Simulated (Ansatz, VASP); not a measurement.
## W2AuN3: VASP beside Ansatz

```
CELL_PARAMETERS angstrom
4.45398 0.00000 0.00000
-2.22699 3.85726 0.00000
0.00000 0.00000 6.33989
ATOMIC_POSITIONS crystal
W 0.33333 0.66667 0.04048
W 0.66667 0.33333 0.91917
Au 0.66667 0.33333 0.33199
N 0.33333 0.66667 0.55220
N 0.33333 0.66667 0.73202
N 0.66667 0.33333 0.64509
```

Alike in both runs: functional PBE; k mesh 3 × 3 × 2; occupations gaussian, width 0.15 eV; no spin polarisation.

Ansatz relaxed the structure, and its values are those at the end. VASP's run is a single point on that final structure, the one shown.

```csv
,VASP,Ansatz
version,VASP 6.6.1,Ansatz 0.2.0
potentials or method,"VASP PAW PBE potentials, release 64 (W_sv, Au, N), cutoff 600 eV","scalar-relativistic, plane waves, PAW"
valence electrons in the cell,54,62
```

|  | VASP | Ansatz | Ansatz less VASP |
| --- | --- | --- | --- |
| gap on the k mesh at the Fermi level (eV) | none | none | - |
| pressure (GPa) | 0.9 | 0.2 | -0.69 |
| rms of the force components (eV/Å) | 0.289 | 0.020 | -0.2683 |

A gap of «none» marks a metal or a gap that the smearing closes. VASP's potentials hold 54 valence electrons a cell and Ansatz's 62, so a difference there can come from the potentials and not from the codes.

The k mesh is coarse, so the values compare programs but aren't converged. Spin-orbit coupling is off throughout. Noted on VASP's run: the standard files for N, O and F lose accuracy on very short bonds.
